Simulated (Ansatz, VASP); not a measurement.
ZnS in VASP and in Ansatz

```
Zn S
1.0
     3.78221    0.00000    0.00000
    -1.89110    3.27549    0.00000
     0.00000    0.00000    6.20790
Zn S
2 2
Direct
  0.33333 0.66667 0.00543
  0.66667 0.33333 0.50543
  0.33333 0.66667 0.37957
  0.66667 0.33333 0.87957
```

Alike in both runs: functional PBEsol; k mesh 6 × 6 × 4; no spin polarisation.

Ansatz relaxed the structure, and its values are those at the end. VASP's run is a single point on that final structure, the one shown.

|  | VASP | Ansatz |
| --- | --- | --- |
| version | VASP 6.6.1 | Ansatz 0.2.0 |
| potentials or method | VASP PAW PBE potentials, release 64 (Zn, S), cutoff 520 eV | plane waves, PAW |
| occupations | methfessel-paxton of order 1, width 0.01 eV | cold, width 0.01 eV |
| valence electrons in the cell | 36 | 36 |

Ansatz gave:

```
pressure (GPa) : 0.0
```

What did VASP give for the same quantities?

Pressure (GPa): 0.2.

VASP's potentials were made for PBE, not for PBEsol.
